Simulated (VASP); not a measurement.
# OsPtC4N4 (P-43m) in VASP: a series of runs

OsPtC4N4 is run at these levels: PBE; tasks: single point.

Everything below comes from runs of VASP 6.6.1. Logs are shortened: lines on timing, memory, paths and dates and some standing lists are left out, and cuts for length are marked.

## Step 1: The cell of the first run

The structure is cubic, space group P-43m (No. 215). The conventional cell has a = 5.913 Å, b = 5.913 Å, c = 5.913 Å, α = 90.00°, β = 90.00°, γ = 90.00°. Within 2.5 Å of Os (site symmetry -43m) lie 4 C at 1.92 Å. Within 2.7 Å of Pt (site symmetry -43m) lie 4 N at 2.02 Å. Within 1.6 Å of C (site symmetry 3m) lie 1 N at 1.19 Å. N (site symmetry 3m) has 1 C at 1.19 Å within 1.6 Å.

## Step 2: Single point, PBE

INCAR

```
PREC = Accurate
ENCUT = 520
EDIFF = 1E-6
ISMEAR = 0
SIGMA = 0.01
LREAL = F
LASPH = T
NELM = 80
ALGO = Normal
ISIF = 2
LWAVE = F
LCHARG = F
GGA = PE
NBANDS = 38
```

KPOINTS

```
Automatic mesh
0
Gamma
  6 6 6
```

POSCAR

```
OsPtC4N4
1.0
    5.9133834355      0.0000000000      0.0000000000
    0.0000000000      5.9133834355      0.0000000000
    0.0000000000      0.0000000000      5.9133834355
Os Pt C N
1 1 4 4
Direct
    0.0000000000      0.0000000000      0.0000000000
    0.5000000000      0.5000000000      0.5000000000
    0.1870586971      0.1870586971      0.1870586971
    0.1870586971      0.8129413029      0.8129413029
    0.8129413029      0.1870586971      0.8129413029
    0.8129413029      0.8129413029      0.1870586971
    0.3031765183      0.3031765183      0.3031765183
    0.3031765183      0.6968234817      0.6968234817
    0.6968234817      0.3031765183      0.6968234817
    0.6968234817      0.6968234817      0.3031765183
```

Potentials or basis: VASP PAW PBE potentials, release 64 (Os, Pt, C, N).

Started as:

```console
> cat potpaw_PBE.64/Os/POTCAR potpaw_PBE.64/Pt/POTCAR potpaw_PBE.64/C/POTCAR potpaw_PBE.64/N/POTCAR > POTCAR
> mpirun -np 1 vasp_std > vasp.out
```

OUTCAR:

```text
PREC = Accurate
   ENCUT = 520
   EDIFF = 1E-6
   ISMEAR = 0
   LREAL = F
   LASPH = T
   NELM = 80
   ISIF = 2
   GGA = PE

 ion  position               nearest neighbor table
   1  0.000  0.000  0.000-   3 1.92   4 1.92   5 1.92   6 1.92
   2  0.500  0.500  0.500-   7 2.02   8 2.02   9 2.02  10 2.02
   3  0.187  0.187  0.187-   7 1.19   1 1.92
   4  0.187  0.813  0.813-   8 1.19   1 1.92
   5  0.813  0.187  0.813-   9 1.19   1 1.92
   6  0.813  0.813  0.187-  10 1.19   1 1.92
   7  0.303  0.303  0.303-   3 1.19   2 2.02
   8  0.303  0.697  0.697-   4 1.19   2 2.02
   9  0.697  0.303  0.697-   5 1.19   2 2.02
  10  0.697  0.697  0.303-   6 1.19   2 2.02

  LATTYP: Found a simple cubic cell.
 ALAT       =     5.9133834355

  Lattice vectors:

 A1 = (   5.9133834355,   0.0000000000,   0.0000000000)
 A2 = (   0.0000000000,   5.9133834355,   0.0000000000)
 A3 = (   0.0000000000,   0.0000000000,   5.9133834355)

Analysis of symmetry for initial positions (statically):
=====================================================================
 Subroutine PRICEL returns:
 Original cell was already a primitive cell.

 Routine SETGRP: Setting up the symmetry group for a
 simple cubic supercell.

 Subroutine GETGRP returns: Found 24 space group operations
 (whereof 24 operations were pure point group operations)
 out of a pool of 48 trial point group operations.

The static configuration has the point symmetry T_d .

Analysis of symmetry for dynamics (positions and initial velocities):
=====================================================================
 Subroutine PRICEL returns:
 Original cell was already a primitive cell.

 Routine SETGRP: Setting up the symmetry group for a
 simple cubic supercell.

 Subroutine GETGRP returns: Found 24 space group operations
 (whereof 24 operations were pure point group operations)
 out of a pool of 48 trial point group operations.

The dynamic configuration has the point symmetry T_d .

 Subroutine INISYM returns: Found 24 space group operations
 (whereof 24 operations are pure point group operations),
 and found     1 'primitive' translations

----------------------------------------------------------------------------------------

                                     Primitive cell

  volume of cell :     206.7798

  direct lattice vectors                    reciprocal lattice vectors
     5.913383436  0.000000000  0.000000000     0.169107925  0.000000000  0.000000000
     0.000000000  5.913383436  0.000000000     0.000000000  0.169107925  0.000000000
     0.000000000  0.000000000  5.913383436     0.000000000  0.000000000  0.169107925

  length of vectors
     5.913383436  5.913383436  5.913383436     0.169107925  0.169107925  0.169107925

  position of ions in fractional coordinates (direct lattice)
     0.000000000  0.000000000  0.000000000
     0.500000000  0.500000000  0.500000000
     0.187058697  0.187058697  0.187058697
     0.187058697  0.812941303  0.812941303
     0.812941303  0.187058697  0.812941303
     0.812941303  0.812941303  0.187058697
     0.303176518  0.303176518  0.303176518
     0.303176518  0.696823482  0.696823482
     0.696823482  0.303176518  0.696823482
     0.696823482  0.696823482  0.303176518

  ion indices of the primitive-cell ions
   primitive index   ion index
                 1           1
                 2           2
                 3           3
                 4           4
                 5           5
                 6           6
                 7           7
                 8           8
                 9           9
                10          10

----------------------------------------------------------------------------------------

 KPOINTS: Automatic mesh

Automatic generation of k-mesh.
 Grid dimensions read from file:
 generate k-points for:    6    6    6

 Generating k-lattice:

  Cartesian coordinates                     Fractional coordinates (reciprocal lattice)
     0.028184654  0.000000000  0.000000000     0.166666667  0.000000000  0.000000000
     0.000000000  0.028184654  0.000000000     0.000000000  0.166666667  0.000000000
     0.000000000  0.000000000  0.028184654     0.000000000  0.000000000  0.166666667

  Length of vectors
     0.028184654  0.028184654  0.028184654

  Shift w.r.t. Gamma in fractional coordinates (k-lattice)
     0.000000000  0.000000000  0.000000000

 Subroutine IBZKPT returns following result:
 ===========================================

 Found     20 irreducible k-points:

 Following reciprocal coordinates:
            Coordinates               Weight
  0.000000  0.000000  0.000000      1.000000
  0.166667  0.000000  0.000000      6.000000
  0.333333  0.000000  0.000000      6.000000
  0.500000  0.000000  0.000000      3.000000
  0.166667  0.166667  0.000000     12.000000
  0.333333  0.166667  0.000000     24.000000
[... 12 lines left out ...]
  0.500000  0.500000  0.333333      6.000000
  0.500000  0.500000  0.500000      1.000000
[... 51 lines left out ...]
  energy-cutoff  :      520.00
  volume of cell :      206.78
 maximum number of plane-waves:      5616
 NGX is ok and might be reduce to    48
   NGX = 21   NGY = 21   NGZ = 21

 number of electron      54.0000003 magnetization

 Free energy of the ion-electron system (eV)
  ---------------------------------------------------
  ext. energy  EPLUGINS =         0.00000000
  ---------------------------------------------------
  free energy    TOTEN  =       -79.54571097 eV

  energy without entropy =      -79.54571097  energy(sigma->0) =      -79.54571097

 E-fermi :   0.0148     XC(G=0):  -7.5014

 val. band max:       -0.0919307412   @ k =   0.5000   0.0000   0.0000
 cond. band min:       0.1312783903   @ k =   0.5000   0.3333   0.0000
 fundamental gap:      0.2232091315
 Fermi energy:         0.0148450139

 k-point     1 :       0.0000    0.0000    0.0000
  band No.  band energies     occupation
      1     -18.3348      2.00000
      2     -18.1986      2.00000
      3     -18.1986      2.00000
      4     -18.1986      2.00000
      5      -9.6366      2.00000
      6      -8.7006      2.00000
[... 30 lines left out ...]
     37       5.4346      0.00000
     38       5.6096      0.00000

 k-point     2 :       0.1667    0.0000    0.0000
  band No.  band energies     occupation
      1     -18.3266      2.00000
      2     -18.2070      2.00000
      3     -18.1987      2.00000
      4     -18.1987      2.00000
      5      -9.5947      2.00000
      6      -8.7974      2.00000
[... 30 lines left out ...]
     37       5.4156      0.00000
     38       5.5808      0.00000

 k-point     3 :       0.3333    0.0000    0.0000
  band No.  band energies     occupation
      1     -18.3049      2.00000
      2     -18.2287      2.00000
      3     -18.1986      2.00000
      4     -18.1986      2.00000
      5      -9.4778      2.00000
      6      -9.0055      2.00000
[... 30 lines left out ...]
     37       5.4154      0.00000
     38       5.4391      0.00000

 k-point     4 :       0.5000    0.0000    0.0000
  band No.  band energies     occupation
      1     -18.2865      2.00000
      2     -18.2470      2.00000
      3     -18.1986      2.00000
      4     -18.1986      2.00000
      5      -9.3616      2.00000
      6      -9.1610      2.00000
[... 30 lines left out ...]
     37       5.3135      0.00000
     38       5.3775      0.00000
[... 539 lines left out ...]
      4     -18.2103      2.00000
      5      -9.5970      2.00000
      6      -8.8520      2.00000
[... 30 lines left out ...]
     37       5.5742      0.00000
     38       5.6427      0.00000

 k-point    19 :       0.5000    0.5000    0.3333
  band No.  band energies     occupation
      1     -18.2816      2.00000
      2     -18.2176      2.00000
      3     -18.2142      2.00000
      4     -18.2142      2.00000
      5      -9.6408      2.00000
      6      -8.7806      2.00000
[... 30 lines left out ...]
     37       5.5908      0.00000
     38       5.6857      0.00000

 k-point    20 :       0.5000    0.5000    0.5000
  band No.  band energies     occupation
      1     -18.2845      2.00000
      2     -18.2142      2.00000
      3     -18.2142      2.00000
      4     -18.2142      2.00000
      5      -9.6907      2.00000
      6      -8.6900      2.00000
[... 30 lines left out ...]
     37       5.7368      0.00000
     38       5.7844      0.00000

------------------------ aborting loop because EDIFF is reached ----------------------------------------

  FORCE on cell =-STRESS in cart. coord.  units (eV):
  Direction    XX          YY          ZZ          XY          YZ          ZX
  --------------------------------------------------------------------------------------
  -------------------------------------------------------------------------------------
  Total        0.7180541      0.7180541      0.7180541      0.0000000     -0.0000000     -0.0000000
  in kB        5.5636477      5.5636477      5.5636477      0.0000000     -0.0000000     -0.0000000
  external PRESSURE =       5.5636477 kB  Pullay stress =       0.0000000 kB

 VOLUME and BASIS-vectors are now :
 -----------------------------------------------------------------------------
  energy-cutoff  :      520.00
  volume of cell :      206.78
      direct lattice vectors                 reciprocal lattice vectors
     5.913383436  0.000000000  0.000000000     0.169107925  0.000000000  0.000000000
     0.000000000  5.913383436  0.000000000     0.000000000  0.169107925  0.000000000
     0.000000000  0.000000000  5.913383436     0.000000000  0.000000000  0.169107925

 POSITION                                       TOTAL-FORCE (eV/Angst)
 -----------------------------------------------------------------------------------
      0.00000      0.00000      0.00000        -0.000000     -0.000000     -0.000000
      2.95669      2.95669      2.95669        -0.000000     -0.000000     -0.000000
      1.10615      1.10615      1.10615        -0.058322     -0.058322     -0.058322
      1.10615      4.80723      4.80723        -0.058322      0.058322      0.058322
      4.80723      1.10615      4.80723         0.058322     -0.058322      0.058322
      4.80723      4.80723      1.10615         0.058322      0.058322     -0.058322
      1.79280      1.79280      1.79280         0.157195      0.157195      0.157195
      1.79280      4.12058      4.12058         0.157195     -0.157195     -0.157195
      4.12058      1.79280      4.12058        -0.157195      0.157195     -0.157195
      4.12058      4.12058      1.79280        -0.157195     -0.157195      0.157195
 -----------------------------------------------------------------------------------
    total drift:                               -0.000000     -0.000000     -0.000000

  FREE ENERGIE OF THE ION-ELECTRON SYSTEM (eV)
  ---------------------------------------------------
  free  energy   TOTEN  =       -79.5457109696 eV

  energy  without entropy=      -79.5457109696  energy(sigma->0) =      -79.54571097
```

Wall time 2.3 min (1 thread of Intel Xeon Platinum 8488C (Sapphire Rapids), shared host); peak memory 0.42 GiB.

Results:

```
Free energy            : -79.5457 eV
Pressure               : 0.6 GPa
Largest force          : 0.272 eV/Å
Band gap on the k mesh : 0.22 eV (least direct gap 0.44 eV)
```

Forces in eV/Å, atoms in the order of the input:
```
Os   0.000  0.000  0.000
Pt   0.000  0.000  0.000
C   -0.058 -0.058 -0.058
C   -0.058  0.058  0.058
C    0.058 -0.058  0.058
C    0.058  0.058 -0.058
N    0.157  0.157  0.157
N    0.157 -0.157 -0.157
N   -0.157  0.157 -0.157
N   -0.157 -0.157  0.157
```

Caveat: spin-orbit coupling is left out, which moves the levels of the heavy elements.

## Step 3: Single point, PBE, collinear spin

This run uses another cell than the first one, of 20.11 Å³/atom.

INCAR

```
PREC     = Accurate       # precision mode
ENCUT    = 520            # plane-wave cutoff, eV
EDIFF    = 1E-6           # SCF threshold, eV
ISMEAR   = 0              # smearing method
SIGMA    = 0.1            # smearing width, eV
LREAL    = F              # projectors in reciprocal space
LASPH    = T              # aspherical terms in the spheres
NELM     = 150            # most SCF steps
ALGO     = Normal         # electronic algorithm
ISIF     = 2              # what is computed and relaxed
LWAVE    = F              # write WAVECAR
LCHARG   = F              # write CHGCAR
ISPIN    = 2              # spin polarisation
MAGMOM   = 1 0 0 0 0 0 0 0 0 0 # initial moments
LORBIT   = 11             # projections on sites
LMAXMIX  = 4              # l up to which the mixer works
GGA      = PE             # functional
NBANDS   = 42             # bands
```

KPOINTS

```
Automatic mesh
0
Gamma
  4 4 4
```

POSCAR

```
OsPtC4N4
1.0
    5.8583731800      0.0000000000      0.0000000000
    0.0000000000      5.8583731800      0.0000000000
    0.0000000000      0.0000000000      5.8583731800
Os Pt C N
1 1 4 4
Direct
    0.0000000000      0.0000000000      0.0000000000
    0.5000000000      0.5000000000      0.5000000000
    0.1868532600      0.1868532600      0.1868532600
    0.1868532600      0.8131467400      0.8131467400
    0.8131467400      0.1868532600      0.8131467400
    0.8131467400      0.8131467400      0.1868532600
    0.3021582700      0.3021582700      0.3021582700
    0.3021582700      0.6978417300      0.6978417300
    0.6978417300      0.3021582700      0.6978417300
    0.6978417300      0.6978417300      0.3021582700
```

Potentials or basis: VASP PAW PBE potentials, release 64 (Os, Pt, C, N).

Started as:

```console
> cat potpaw_PBE.64/Os/POTCAR potpaw_PBE.64/Pt/POTCAR potpaw_PBE.64/C/POTCAR potpaw_PBE.64/N/POTCAR > POTCAR
> mpirun -np 1 vasp_std > vasp.out
```

Wall time 2.5 min (1 thread of Intel Xeon Platinum 8488C (Sapphire Rapids), shared host); peak memory 0.48 GiB.

The run converged. Its results:

- Free energy: -79.3960 eV
- Pressure: 4.8 GPa
- Largest force: 2.188 eV/Å
- Band gap on the k mesh: 0.19 eV (least direct gap 0.47 eV)
- Net moment: 0.00 μB per cell
- Valence electrons inside the program's atomic spheres: Os 7.92; Pt 9.32; C 2.65; N 3.86

Forces on the atoms (eV/Å):
```
Os   0.000  0.000  0.000
Pt   0.000  0.000  0.000
C   -0.904 -0.904 -0.904
C   -0.904  0.904  0.904
C    0.904 -0.904  0.904
C    0.904  0.904 -0.904
N    1.263  1.263  1.263
N    1.263 -1.263 -1.263
N   -1.263  1.263 -1.263
N   -1.263 -1.263  1.263
```

Levels at points of the mesh, in eV from the valence-band top:
Spin up:
```csv
k point,band 24,band 25,band 26,band 27,band 28,band 29,band 30,band 31
"(0.00, 0.00, 0.00)",-0.92,-0.92,-0.84,-0.84,0.37,0.37,0.37,4.44
"(0.50, 0.00, 0.00)",-1.84,-1.03,-1.03,0.00,0.47,0.70,0.70,4.36
"(0.50, 0.50, 0.00)",-1.84,-0.83,-0.83,0.00,0.53,0.53,0.54,4.42
"(0.50, 0.50, 0.50)",-0.77,-0.65,-0.65,-0.65,0.33,0.33,0.33,4.34
```
Spin down:
```tsv
k point	band 24	band 25	band 26	band 27	band 28	band 29	band 30	band 31
(0.00, 0.00, 0.00)	-0.92	-0.92	-0.84	-0.84	0.37	0.37	0.37	4.44
(0.50, 0.00, 0.00)	-1.84	-1.03	-1.03	0.00	0.47	0.70	0.70	4.36
(0.50, 0.50, 0.00)	-1.84	-0.83	-0.83	0.00	0.53	0.53	0.54	4.42
(0.50, 0.50, 0.50)	-0.77	-0.65	-0.65	-0.65	0.33	0.33	0.33	4.34
```

Caveat: the cell stands under pressure; spin-orbit coupling is left out, which moves the levels of the heavy elements; forces of over 1 eV/Å act on the atoms, so gaps and moduli don't describe the material at rest.

## Step 4: Single point, PBE, collinear spin

INCAR

```
PREC = Accurate
ENCUT = 520
EDIFF = 1E-6
ISMEAR = 0
SIGMA = 0.1
LREAL = False
LASPH = True
NELM = 150
ALGO = Normal
ISIF = 2
LWAVE = False
LCHARG = False
ISPIN = 2
MAGMOM = 1 0 0 0 0 0 0 0 0 0
LORBIT = 11
LMAXMIX = 4
GGA = PE
NBANDS = 42
```

KPOINTS

```
regular mesh
0
Gamma
  4 4 4
```

POSCAR

```
OsPtC4N4
1.0
    5.9133834355      0.0000000000      0.0000000000
    0.0000000000      5.9133834355      0.0000000000
    0.0000000000      0.0000000000      5.9133834355
Os Pt C N
1 1 4 4
Direct
    0.0000000000      0.0000000000      0.0000000000
    0.5000000000      0.5000000000      0.5000000000
    0.1870586971      0.1870586971      0.1870586971
    0.1870586971      0.8129413029      0.8129413029
    0.8129413029      0.1870586971      0.8129413029
    0.8129413029      0.8129413029      0.1870586971
    0.3031765183      0.3031765183      0.3031765183
    0.3031765183      0.6968234817      0.6968234817
    0.6968234817      0.3031765183      0.6968234817
    0.6968234817      0.6968234817      0.3031765183
```

Started as:

```console
> cat potpaw_PBE.64/Os/POTCAR potpaw_PBE.64/Pt/POTCAR potpaw_PBE.64/C/POTCAR potpaw_PBE.64/N/POTCAR > POTCAR
> mpirun -np 1 vasp_std > vasp.out
```

It took 2.5 min on 1 thread of Intel Xeon Platinum 8488C (Sapphire Rapids), shared host; peak memory 0.48 GiB.

The run converged. Its results:

| Property | Result |
| --- | --- |
| Free energy | -79.5373 eV |
| Pressure | 0.6 GPa |
| Largest force | 0.259 eV/Å |
| Band gap on the k mesh | 0.18 eV (least direct gap 0.46 eV) |
| Net moment | 0.00 μB per cell |
| Valence electrons inside the program's atomic spheres | Os 7.80; Pt 9.28; C 2.60; N 3.83 |

Forces in eV/Å, atoms in the order of the input:
```
Os   0.000  0.000  0.000
Pt   0.000  0.000  0.000
C   -0.055 -0.055 -0.055
C   -0.055  0.055  0.055
C    0.055 -0.055  0.055
C    0.055  0.055 -0.055
N    0.150  0.150  0.150
N    0.150 -0.150 -0.150
N   -0.150  0.150 -0.150
N   -0.150 -0.150  0.150
```

Levels at points of the mesh, in eV from the valence-band top:
Spin up:
| k point | band 23 | band 24 | band 25 | band 26 | band 27 | band 28 | band 29 | band 30 | band 31 | band 32 |
| --- | --- | --- | --- | --- | --- | --- | --- | --- | --- | --- |
| (0.00, 0.00, 0.00) | -0.88 | -0.88 | -0.88 | -0.80 | -0.80 | 0.33 | 0.33 | 0.33 | 4.32 | 4.32 |
| (0.50, 0.00, 0.00) | -1.83 | -1.77 | -1.01 | -1.01 | 0.00 | 0.46 | 0.70 | 0.70 | 4.24 | 4.24 |
| (0.50, 0.50, 0.00) | -1.80 | -1.77 | -0.83 | -0.83 | 0.00 | 0.52 | 0.54 | 0.54 | 4.30 | 4.30 |
| (0.50, 0.50, 0.50) | -0.73 | -0.73 | -0.63 | -0.63 | -0.63 | 0.31 | 0.31 | 0.31 | 4.22 | 4.22 |
Spin down:
```
           k point  band 23  band 24  band 25  band 26  band 27  band 28  band 29  band 30  band 31  band 32
(0.00, 0.00, 0.00)    -0.88    -0.88    -0.88    -0.80    -0.80     0.33     0.33     0.33     4.32     4.32
(0.50, 0.00, 0.00)    -1.83    -1.77    -1.01    -1.01     0.00     0.46     0.70     0.70     4.24     4.24
(0.50, 0.50, 0.00)    -1.80    -1.77    -0.83    -0.83     0.00     0.52     0.54     0.54     4.30     4.30
(0.50, 0.50, 0.50)    -0.73    -0.73    -0.63    -0.63    -0.63     0.31     0.31     0.31     4.22     4.22
```

Caveat: spin-orbit coupling is left out, which moves the levels of the heavy elements. A k mesh can miss the band edges.

## Step 5: Summary

| spin | cell | k mesh | smearing | gap on the mesh (eV) | pressure (GPa) | moment (μB) | largest force (eV/Å) |
| --- | --- | --- | --- | --- | --- | --- | --- |
| off | a = 5.913 Å, 10 atoms | 6 × 6 × 6 | gaussian 0.01 eV | 0.22 | 0.6 | - | 0.27 |
| collinear | a = 5.858 Å, 10 atoms | 4 × 4 × 4 | gaussian 0.1 eV | 0.19 | 4.8 | 0.00 | 2.19 |
| collinear | a = 5.913 Å, 10 atoms | 4 × 4 × 4 | gaussian 0.1 eV | 0.18 | 0.6 | 0.00 | 0.26 |

Alike in all rows: task single point; level PBE; potentials or basis VASP PAW PBE potentials, release 64 (Os, Pt, C, N); cutoff (eV) 520.

Caveats: spin-orbit coupling is left out, which moves the levels of the heavy elements; the cell stands under pressure (at least some runs); forces of over 1 eV/Å act on the atoms, so gaps and moduli don't describe the material at rest (at least some runs).

Total energies depend on the potentials used, so only differences within one code and one set of settings carry meaning.
